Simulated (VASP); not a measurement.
A run of VASP 6.6.1:

INCAR

```
SYSTEM = H2Pb
ALGO = Normal
EDIFF = 1E-7
EDIFFG = -0.01
ENCUT = 600
GGA = PS
IBRION = 2
ISIF = 3
ISMEAR = -1
LASPH = .TRUE.
LCHARG = .FALSE.
LREAL = .FALSE.
LWAVE = .FALSE.
NELM = 60
NSW = 100
PREC = Accurate
SIGMA = 0.03
```

The input KPOINTS:

```
k-points
0
G
  8 8 8
  0 0 0
```

File POSCAR:

```
H2Pb
1.0
   -1.8249395700      1.8249395700      4.5805983207
    1.8249395700     -1.8249395700      4.5805983207
    1.8249395700      1.8249395700     -4.5805983207
Pb H
2 4
Direct
    0.7500000000      0.2500000000      0.5000000000
    0.0000000000      0.0000000000      0.0000000000
    0.5420000000      0.0420000000      0.5000000000
    0.7920000000      0.7920000000      0.0000000000
    0.2080000000      0.2080000000      0.0000000000
    0.9580000000      0.4580000000      0.5000000000
```

Potentials or basis: VASP PAW PBE potentials, release 64 (Pb_d, H).

The run is started by

```console
$ cat potpaw_PBE.64/Pb_d/POTCAR potpaw_PBE.64/H/POTCAR > POTCAR
$ mpirun -np 1 vasp_std > vasp.out
```

Hardware: 1 thread of Intel(R) Xeon(R) Platinum 8488C (Sapphire Rapids), with other jobs on the host.

Q: Estimate the wall time of this run.

A: Wall time 18 min on 1 thread of Intel(R) Xeon(R) Platinum 8488C (Sapphire Rapids), on a shared host, peak memory 0.32 GiB. Counts: scf iterations 120, k points 59, ion steps 13.
